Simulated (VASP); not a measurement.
# BeTe (gw) (F-43m) in VASP: single point with PBEsol

Aim: the single point of BeTe (gw) with PBEsol.

All numbers are computed with VASP 6.6.1; they aren't measurements. Logs are shortened: lines on timing, memory, paths and dates and some standing lists are left out, and cuts for length are marked.

## Step 1: The cell of the first run

Symmetry: F-43m, No. 216, cubic system. Conventional cell: a = 5.605 Å, b = 5.605 Å, c = 5.605 Å, α = 90.00°, β = 90.00°, γ = 90.00°. Within 3.2 Å of Be (site symmetry -43m) lie 4 Te at 2.43 Å. Te (site symmetry -43m) has 4 Be at 2.43 Å within 3.2 Å.

## Step 2: Single point, PBEsol

Input file INCAR:

```
SYSTEM = BeTe
PREC = Accurate
ENCUT = 600
EDIFF = 1E-6
ISMEAR = 0
SIGMA = 0.01
LREAL = .False.
LASPH = .True.
NELM = 120
ALGO = Normal
ISIF = 2
LWAVE = .False.
LCHARG = .True.
GGA = PS
LELF = .True.
LVHAR = .True.
NBANDS = 11
GGA_COMPAT = .False.
```

Input file KPOINTS:

```
regular mesh
0
Gamma
  4 4 4
  0 0 0
```

Input file POSCAR:

```
BeTe
1.0
    0.0000000000      2.8024775754      2.8024775754
    2.8024775754      0.0000000000      2.8024775754
    2.8024775754      2.8024775754      0.0000000000
Be Te
1 1
Direct
    0.0000000000      0.0000000000      0.0000000000
    0.2500000000      0.2500000000      0.2500000000
```

Potentials or basis: VASP PAW PBE potentials, release 64 (Be, Te).

Run with:

```console
> cat potpaw_PBE.64/Be/POTCAR potpaw_PBE.64/Te/POTCAR > POTCAR
> mpirun -np 1 vasp_std > vasp.out
```

OUTCAR:

```text
SYSTEM = BeTe
   PREC = Accurate
   ENCUT = 600
   EDIFF = 1E-6
   ISMEAR = 0
   LREAL = .False.
   LASPH = .True.
   NELM = 120
   ISIF = 2
   GGA = PS

 ion  position               nearest neighbor table
   1  0.000  0.000  0.000-   2 2.43   2 2.43   2 2.43   2 2.43
   2  0.250  0.250  0.250-   1 2.43   1 2.43   1 2.43   1 2.43

  LATTYP: Found a face centered cubic cell.
 ALAT       =     5.6049551508

  Lattice vectors:

 A1 = (   0.0000000000,   2.8024775754,   2.8024775754)
 A2 = (   2.8024775754,   0.0000000000,   2.8024775754)
 A3 = (   2.8024775754,   2.8024775754,   0.0000000000)

Analysis of symmetry for initial positions (statically):
=====================================================================
 Subroutine PRICEL returns:
 Original cell was already a primitive cell.

 Routine SETGRP: Setting up the symmetry group for a
 face centered cubic supercell.

 Subroutine GETGRP returns: Found 24 space group operations
 (whereof 24 operations were pure point group operations)
 out of a pool of 48 trial point group operations.

The static configuration has the point symmetry T_d .

Analysis of symmetry for dynamics (positions and initial velocities):
=====================================================================
 Subroutine PRICEL returns:
 Original cell was already a primitive cell.

 Routine SETGRP: Setting up the symmetry group for a
 face centered cubic supercell.

 Subroutine GETGRP returns: Found 24 space group operations
 (whereof 24 operations were pure point group operations)
 out of a pool of 48 trial point group operations.

The dynamic configuration has the point symmetry T_d .

 Subroutine INISYM returns: Found 24 space group operations
 (whereof 24 operations are pure point group operations),
 and found     1 'primitive' translations

----------------------------------------------------------------------------------------

                                     Primitive cell

  volume of cell :      44.0206

  direct lattice vectors                    reciprocal lattice vectors
     0.000000000  2.802477575  2.802477575    -0.178413560  0.178413560  0.178413560
     2.802477575  0.000000000  2.802477575     0.178413560 -0.178413560  0.178413560
     2.802477575  2.802477575  0.000000000     0.178413560  0.178413560 -0.178413560

  length of vectors
     3.963301795  3.963301795  3.963301795     0.309021350  0.309021350  0.309021350

  position of ions in fractional coordinates (direct lattice)
     0.000000000  0.000000000  0.000000000
     0.250000000  0.250000000  0.250000000

  ion indices of the primitive-cell ions
   primitive index   ion index
                 1           1
                 2           2

----------------------------------------------------------------------------------------

 KPOINTS: regular mesh

Automatic generation of k-mesh.
 Grid dimensions read from file:
 generate k-points for:    4    4    4

 Generating k-lattice:

  Cartesian coordinates                     Fractional coordinates (reciprocal lattice)
    -0.044603390  0.044603390  0.044603390     0.250000000  0.000000000  0.000000000
     0.044603390 -0.044603390  0.044603390     0.000000000  0.250000000  0.000000000
     0.044603390  0.044603390 -0.044603390     0.000000000  0.000000000  0.250000000

  Length of vectors
     0.077255338  0.077255338  0.077255338

  Shift w.r.t. Gamma in fractional coordinates (k-lattice)
     0.000000000  0.000000000  0.000000000

 Subroutine IBZKPT returns following result:
 ===========================================

 Found      8 irreducible k-points:

 Following reciprocal coordinates:
            Coordinates               Weight
  0.000000  0.000000  0.000000      1.000000
  0.250000  0.000000  0.000000      8.000000
  0.500000  0.000000  0.000000      4.000000
  0.250000  0.250000  0.000000      6.000000
  0.500000  0.250000  0.000000     24.000000
 -0.250000  0.250000  0.000000     12.000000
  0.500000  0.500000  0.000000      3.000000
 -0.250000  0.500000  0.250000      6.000000
   k-points           NKPTS =      8   k-points in BZ     NKDIM =      8   number of bands    NBANDS=     11
   number of dos      NEDOS =    301   number of ions     NIONS =      2
   total plane-waves  NPLWV =  32768
   dimension x,y,z NGX =    32 NGY =   32 NGZ =   32
   dimension x,y,z NGXF=    64 NGYF=   64 NGZF=   64
   ions per type =               1   1
   NGX,Y,Z   is equivalent  to a cutoff of  13.42, 13.42, 13.42 a.u.
   NGXF,Y,Z  is equivalent  to a cutoff of  26.85, 26.85, 26.85 a.u.
 SYSTEM =  BeTe
   PREC   = accura    normal or accurate (medium, high low for compatibility)
   ISTART =      0    job   : 0-new  1-cont  2-samecut
   ICHARG =      2    charge: 1-file 2-atom 10-const
   ISPIN  =      1    spin polarized calculation?
   LNONCOLLINEAR =      F non collinear calculations
   LSORBIT =      F    spin-orbit coupling
   LASPH  =      T    aspherical Exc in radial PAW
   ENCUT  =  600.0 eV  44.10 Ry    6.64 a.u.   7.92  7.92  7.92*2*pi/ulx,y,z
   NELM   =    120;   NELMIN=  2; NELMDL= -5     # of ELM steps
   EDIFF  = 0.1E-05   stopping-criterion for ELM
   LREAL  =      F    real-space projection
   EDIFFG = 0.1E-04   stopping-criterion for IOM
   NSW    =      0    number of steps for IOM
   IBRION =     -1    ionic relax: 0-MD 1-quasi-New 2-CG
   NFREE  =      0    steps in history (QN), initial steepest desc. (CG)
   ISIF   =      2    stress and relaxation
   ISYM   =      2    0-nonsym 1-usesym 2-fastsym
   POTIM  = 0.5000    time-step for ionic-motion
   TEBEG  =    0.0;   TEEND  =   0.0 temperature during run
   PSTRESS=    0.0 pullay stress
   NELECT =       8.0000    total number of electrons
   NUPDOWN=      -1.0000    fix difference up-down
   EMIN   =  10.00;   EMAX   =-10.00  energy-range for DOS
   EFERMI =   0.00;   METHOD = LEGACY
   ISMEAR =     0;   SIGMA  =   0.01  broadening in eV -4-tet -1-fermi 0-gaus
   EFERMI_NEDOS =   21; number of points for ismear=-14 and -15
   IALGO  =     38    algorithm
   IMIX   =      4    mixing-type and parameters
     AMIX     =   0.40;   BMIX     =  1.00
     AMIX_MAG =   1.60;   BMIX_MAG =  1.00
  volume/ion in A,a.u.               =      22.01       148.53
  Fermi-wavevector in a.u.,A,eV,Ry     =   0.927298  1.752339 11.699401  0.859882
  Thomas-Fermi vector in A             =   2.053353
   LORBIT       =      0    0 simple, 1 ext, 2 COOP (PROOUT), +10 PAW based schemes
   GGA     = PS    functional components
   LHFCALC =     F    Hartree Fock is set to
   AEXX    =    0.0000 exact exchange contribution
   IVDW    =     0    specifies the selected vdW correction
   LEPSILON=     F    determine dielectric tensor
   LRPA    =     F    only Hartree local field effects (RPA)
 non-spin polarized calculation
 Gauss-broadening in eV      SIGMA  =   0.01
  energy-cutoff  :      600.00
  volume of cell :       44.02
 maximum number of plane-waves:      1480
   NGX = 15   NGY = 15   NGZ = 15

 number of electron       8.0000000 magnetization

 Free energy of the ion-electron system (eV)
  ---------------------------------------------------
  ext. energy  EPLUGINS =         0.00000000
  ---------------------------------------------------
  free energy    TOTEN  =        -8.13219812 eV

  energy without entropy =       -8.13219812  energy(sigma->0) =       -8.13219812

 E-fermi :   5.2411     XC(G=0):  -9.2475

 val. band max:        5.1890090923   @ k =   0.0000   0.0000   0.0000
 cond. band min:       6.9928821486   @ k =   0.5000   0.5000   0.0000
 fundamental gap:      1.8038730563
 Fermi energy:         5.2410721443

 k-point     1 :       0.0000    0.0000    0.0000
  band No.  band energies     occupation
      1      -7.2391      2.00000
      2       5.1890      2.00000
      3       5.1890      2.00000
      4       5.1890      2.00000
      5       8.7619      0.00000
      6       8.7619      0.00000
      7       8.7619      0.00000
      8       9.0208      0.00000
      9      13.3899      0.00000
     10      15.4498      0.00000
     11      15.4498      0.00000

 k-point     2 :       0.2500    0.0000    0.0000
  band No.  band energies     occupation
      1      -6.6686      2.00000
      2       1.7884      2.00000
      3       4.4952      2.00000
      4       4.4952      2.00000
      5       8.4821      0.00000
      6       9.6466      0.00000
      7       9.6466      0.00000
      8      12.2305      0.00000
      9      14.1131      0.00000
     10      14.1732      0.00000
     11      14.1732      0.00000

 k-point     3 :       0.5000    0.0000    0.0000
  band No.  band energies     occupation
      1      -5.8496      2.00000
      2      -0.4887      2.00000
      3       4.0277      2.00000
      4       4.0277      2.00000
      5       8.2519      0.00000
      6       9.7252      0.00000
      7       9.7252      0.00000
      8      12.8361      0.00000
      9      16.0785      0.00000
     10      16.6962      0.00000
     11      16.6962      0.00000

 k-point     4 :       0.2500    0.2500    0.0000
  band No.  band energies     occupation
      1      -6.4744      2.00000
      2       2.2421      2.00000
      3       3.4556      2.00000
      4       3.4556      2.00000
      5       7.7003      0.00000
      6       9.5017      0.00000
      7      11.6551      0.00000
      8      11.6551      0.00000
      9      13.8855      0.00000
     10      15.8902      0.00000
     11      16.4308      0.00000

 k-point     5 :       0.5000    0.2500    0.0000
  band No.  band energies     occupation
      1      -5.6328      2.00000
      2       0.2353      2.00000
      3       2.1144      2.00000
      4       3.1120      2.00000
      5       8.0427      0.00000
      6      10.6696      0.00000
      7      11.7136      0.00000
      8      12.0359      0.00000
      9      15.5455      0.00000
     10      16.9730      0.00000
     11      17.5969      0.00000

 k-point     6 :      -0.2500    0.2500    0.0000
  band No.  band energies     occupation
      1      -5.9273      2.00000
      2       0.7368      2.00000
      3       1.9272      2.00000
      4       3.9488      2.00000
      5       8.8777      0.00000
      6      10.7050      0.00000
      7      11.3083      0.00000
      8      11.8346      0.00000
      9      13.5293      0.00000
     10      15.0236      0.00000
     11      17.5749      0.00000

 k-point     7 :       0.5000    0.5000    0.0000
  band No.  band energies     occupation
      1      -5.3421      2.00000
      2      -0.0267      2.00000
      3       2.4702      2.00000
      4       2.4702      2.00000
      5       6.9929      0.00000
      6       7.7688      0.00000
      7      14.9779      0.00000
      8      14.9779      0.00000
      9      16.7700      0.00000
     10      18.2582      0.00000
     11      18.6221      0.00000

 k-point     8 :      -0.2500    0.5000    0.2500
  band No.  band energies     occupation
      1      -5.3055      2.00000
      2       0.5344      2.00000
      3       1.3721      2.00000
      4       1.8691      2.00000
      5      10.3614      0.00000
      6      10.6532      0.00000
      7      10.7235      0.00000
      8      11.4157      0.00000
      9      16.1411      0.00000
     10      16.9488      0.00000
     11      18.0553      0.00000

------------------------ aborting loop because EDIFF is reached ----------------------------------------

  FORCE on cell =-STRESS in cart. coord.  units (eV):
  Direction    XX          YY          ZZ          XY          YZ          ZX
  --------------------------------------------------------------------------------------
  -------------------------------------------------------------------------------------
  Total        0.2007917      0.2007917      0.2007917      0.0000000      0.0000000      0.0000000
  in kB        7.3080242      7.3080242      7.3080242      0.0000000      0.0000000      0.0000000
  external PRESSURE =       7.3080242 kB  Pullay stress =       0.0000000 kB

 VOLUME and BASIS-vectors are now :
 -----------------------------------------------------------------------------
  energy-cutoff  :      600.00
  volume of cell :       44.02
      direct lattice vectors                 reciprocal lattice vectors
     0.000000000  2.802477575  2.802477575    -0.178413560  0.178413560  0.178413560
     2.802477575  0.000000000  2.802477575     0.178413560 -0.178413560  0.178413560
     2.802477575  2.802477575  0.000000000     0.178413560  0.178413560 -0.178413560

 POSITION                                       TOTAL-FORCE (eV/Angst)
 -----------------------------------------------------------------------------------
      0.00000      0.00000      0.00000        -0.000000     -0.000000     -0.000000
      1.40124      1.40124      1.40124         0.000000      0.000000      0.000000
 -----------------------------------------------------------------------------------
    total drift:                                0.000000      0.000000      0.000000

  FREE ENERGIE OF THE ION-ELECTRON SYSTEM (eV)
  ---------------------------------------------------
  free  energy   TOTEN  =        -8.1321981230 eV

  energy  without entropy=       -8.1321981230  energy(sigma->0) =       -8.13219812
```

It took 14 s on 1 thread of AMD EPYC 7R13, shared host; peak memory 0.14 GiB.

What came out:

```
Free energy            : -8.1322 eV
Pressure               : 0.7 GPa
Band gap on the k mesh : 1.80 eV, indirect (least direct gap 3.57 eV)
```

Caveat: the k points lie up to 0.49 Å⁻¹ apart; the PAW data sets were made with another functional, which shifts forces and pressure a little; spin-orbit coupling is left out, which moves the levels of the heavy elements. Expect the measured gap to be larger: semilocal functionals such as PBEsol lack the derivative discontinuity.
